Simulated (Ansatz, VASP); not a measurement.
# AlRu: VASP beside Ansatz

POSCAR

```
AlRu
1.0
    2.9916000000      0.0000000000      0.0000000000
    0.0000000000      2.9916000000      0.0000000000
    0.0000000000      0.0000000000      2.9916000000
Ru Al
1 1
Direct
    0.5000000000      0.5000000000      0.5000000000
    0.0000000000      0.0000000000      0.0000000000
```

The input INCAR.step1:

```
PREC = Accurate ; ENCUT = 520
EDIFF = 1E-5 ; ISMEAR = -1
SIGMA = 0.05 ; LREAL = False
LASPH = True ; NELM = 100
ALGO = Normal ; ISIF = 2
LWAVE = True ; GGA = PE
NBANDS = 16
```

INCAR.step2

```
PREC = Accurate ; ENCUT = 520
EDIFF = 1E-6 ; ISMEAR = -1
SIGMA = 0.05 ; LREAL = False
LASPH = True ; NELM = 100
ALGO = Normal ; ISIF = 2
LWAVE = False ; LCHARG = True
METAGGA = R2SCAN ; LHFCALC = True
AEXX = 0.25 ; LMIXTAU = True
PRECFOCK = Normal ; LELF = True
LVHAR = True ; ISTART = 1
NBANDS = 16
```

KPOINTS

```
Automatic mesh
0
Gamma
  5 5 5
```

The input input.yaml:

```yaml
crystal:
  lattice:
    - [2.9916, 0.0, 0.0]
    - [0.0, 2.9916, 0.0]
    - [0.0, 0.0, 2.9916]
  atoms:
    - { symbol: Ru, position: [0.5, 0.5, 0.5] }
    - { symbol: Al, position: [0.0, 0.0, 0.0] }
hamiltonian:
  xc: r2scan0
  pseudopotentials: { kind: paw }
kpoints:
  mp_grid: { grid: [5, 5, 5] }
scf:
  occupations: { method: fermi_dirac, width: 0.05 }
output:
  forces: true
  stress: true
  eigenvalues: true
```

Alike in both runs: task single point; functional r2SCAN0; k mesh 5 × 5 × 5; occupations fermi-dirac, width 0.05 eV; no spin polarisation.

|  | VASP | Ansatz |
| --- | --- | --- |
| version | VASP 6.6.1 | Ansatz 0.2.0 |
| potentials or method | VASP PAW PBE potentials, release 64 (Ru_pv, Al) | Ansatz PAW |
| plane-wave cutoff (eV) | 520 | 500 |
| valence electrons in the cell | 17 | 19 |

```csv
,VASP,Ansatz,Ansatz less VASP
gap on the k mesh at the Fermi level (eV),none,none,-
pressure (GPa),-5.7,-5.9,-0.17
```

VASP's potentials were made for PBE, not for r2SCAN0. A gap of «none» marks a metal or a gap that the smearing closes. VASP's potentials hold 17 valence electrons a cell and Ansatz's 19, so a difference there can come from the potentials and not from the codes.

The k mesh is coarse, so the values compare programs but aren't converged.
